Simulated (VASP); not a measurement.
**Ti: single point with PBE**

The system is Ti.

```xyz
4
Lattice="2.9343 0.0000 0.0000 -1.4672 2.5412 0.0000 0.0000 0.0000 9.3880" Properties=species:S:1:pos:R:3 pbc="T T T"
Ti    1.4672    2.5412    0.0000
Ti    1.4672    2.5412    4.6940
Ti    0.0000    1.6941    2.3470
Ti    1.4672    0.8471    7.0410
```

```
Program                : VASP 6.6.1
Task                   : single point
Functional             : PBE
Potentials or basis    : VASP PAW PBE potentials, release 64 (Ti_sv)
Cutoff                 : 520 eV
k mesh                 : 16 × 16 × 5
Occupations            : fermi-dirac, width 0.1 eV
Spin                   : no spin polarisation
Dipole correction      : no
Further INCAR settings : ALGO = Normal; EDIFF = 1e-06; NBANDS = 32
```

* Pressure: -0.2 GPa
* Band gap on the k mesh: zero (bands 24 and 25 overlap by 1.12 eV)

Levels at points of the mesh, in eV from the Fermi level:
| k point | band 20 | band 21 | band 22 | band 23 | band 24 | band 25 | band 26 | band 27 | band 28 | band 29 |
| --- | --- | --- | --- | --- | --- | --- | --- | --- | --- | --- |
| (0.00, 0.00, 0.00) | -2.59 | 0.11 | 0.14 | 0.68 | 0.68 | 0.74 | 0.74 | 0.75 | 0.93 | 1.06 |
| (0.50, 0.00, 0.00) | -1.85 | -1.28 | -1.19 | -1.03 | -0.11 | 0.09 | 0.62 | 1.10 | 1.40 | 1.84 |

Wall time 87 s on 1 thread of Intel(R) Xeon(R) 6975P-C (Granite Rapids) (shared host), peak memory 0.28 GiB.
